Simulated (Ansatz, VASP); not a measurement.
## Ge: VASP beside Ansatz

```
Ge
1.0
     0.00000    2.85111    4.93669
     2.61207    0.00000    4.93669
     2.61207    2.85111    0.00000
Ge
4
Direct
  0.77632 0.77632 0.22368
  0.22368 0.22368 0.77632
  0.27274 0.72726 0.27274
  0.72726 0.27274 0.72726
```

Alike in both runs: functional PBEsol; k mesh 12 × 12 × 12; occupations gaussian, width 0.1 eV; no spin polarisation.

Ansatz relaxed the structure, and its values are those at the end. VASP's run is a single point on that final structure, the one shown.

|  | VASP | Ansatz |
| --- | --- | --- |
| version | VASP 6.6.1 | Ansatz 0.2.0 |
| potentials or method | VASP PAW PBE potentials, release 64 (Ge_d), cutoff 520 eV | scalar-relativistic, plane waves, PAW |
| valence electrons in the cell | 56 | 56 |

|  | VASP | Ansatz | Ansatz less VASP |
| --- | --- | --- | --- |
| gap on the k mesh at the Fermi level (eV) | none | none | - |
| pressure (GPa) | -0.2 | 0.0 | +0.21 |

VASP's potentials were made for PBE, not for PBEsol. A gap of «none» marks a metal or a gap that the smearing closes.
